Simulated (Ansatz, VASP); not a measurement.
# Na in VASP and in Ansatz

```
CELL_PARAMETERS angstrom
-1.93695 1.93695 2.44040
1.93695 -1.93695 2.44040
1.93695 1.93695 -2.44040
ATOMIC_POSITIONS crystal
Na 0.00000 0.00000 0.00000
```

Alike in both runs: task single point; functional LDA; k mesh 18 × 18 × 18; occupations gaussian, width 0.15 eV; no spin polarisation.

|  | VASP | Ansatz |
| --- | --- | --- |
| version | VASP 6.6.1 | Ansatz 0.2.0 |
| potentials or method | VASP PAW LDA potentials, release 64 (Na_pv), cutoff 520 eV | scalar-relativistic, plane waves, PAW |
| valence electrons in the cell | 7 | 9 |

Ansatz gave:

```
gap on the k mesh at the Fermi level (eV) : none
pressure (GPa)                            : -0.7
```

**Question.** Estimate VASP's values.

**Answer.** gap on the k mesh at the Fermi level (eV): none; pressure (GPa): -0.8.

LDA's correlation is that of Perdew and Zunger in VASP and of Perdew and Wang (1992) in Ansatz. A gap of «none» marks a metal or a gap that the smearing closes. VASP's potentials hold 7 valence electrons a cell and Ansatz's 9, so a difference there can come from the potentials and not from the codes.
